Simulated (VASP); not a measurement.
ZrAg3, 4 atoms in the cell. The structure is cubic, space group Pm-3m (No. 221). The conventional cell has a = 4.273 Å, b = 4.273 Å, c = 4.273 Å, α = 90.00°, β = 90.00°, γ = 90.00°. Zr (site symmetry m-3m) has 12 Ag at 3.02 Å within 4.0 Å. Within 4.0 Å of Ag (site symmetry 4/mmm) lie 4 Zr at 3.02 Å and 8 Ag at 3.02 Å. 

```yaml
Program: VASP 6.6.1
Task: single point
Functional: r2SCAN
Potentials_or_basis: VASP PAW PBE potentials, release 64 (Zr_sv, Ag)
Cutoff: 520 eV
k_mesh: 8 × 8 × 8
Occupations: gaussian, width 0.05 eV
Spin: no spin polarisation
Dipole_correction: no
Further_INCAR_settings: ALGO = Normal; EDIFF = 1e-06; NBANDS = 30
```

Potentials or basis: VASP PAW PBE potentials, release 64 (Zr_sv, Ag).

Command:

```bash
$ cat potpaw_PBE.64/Zr_sv/POTCAR potpaw_PBE.64/Ag/POTCAR > POTCAR
$ cp INCAR.step1 INCAR
$ mpirun -np 1 vasp_std > vasp.out
$ cp INCAR.step2 INCAR
$ mpirun -np 1 vasp_std > vasp.out
```

Hardware: 1 thread of Oxide Virtual Turin-like Processor, with other jobs on the host.

Q: How long does it take, and how much memory?

A: Wall time 6.4 min on 1 thread of Oxide Virtual Turin-like Processor, on a shared host, peak memory 0.2 GiB. Counts: k points 35.
